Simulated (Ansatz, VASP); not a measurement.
## AlN in VASP and in Ansatz

```xyz
2
Lattice="0.0000 2.1824 2.1824 2.1824 0.0000 2.1824 2.1824 2.1824 0.0000" Properties=species:S:1:pos:R:3 pbc="T T T"
Al    0.0000    0.0000    0.0000
N     1.0912    1.0912    1.0912
```

Alike in both runs: task single point; functional PBE0; k mesh 6 × 6 × 6; occupations gaussian, width 0.02 eV; no spin polarisation.

|  | VASP | Ansatz |
| --- | --- | --- |
| version | VASP 6.6.1 | Ansatz 0.2.0 |
| potentials or method | VASP PAW PBE potentials, release 64 (Al, N), cutoff 520 eV | scalar-relativistic, plane waves, PAW |
| valence electrons in the cell | 8 | 8 |

```csv
,VASP,Ansatz,Ansatz less VASP
gap on the k mesh at the Fermi level (eV),5.31,5.29,-0.017
least direct gap on the mesh (eV),6.32,6.31,-0.013
pressure (GPa),-0.1,0.0,+0.11
```

Ansatz's warnings: stress exchange threshold loose, stress scf threshold loose.
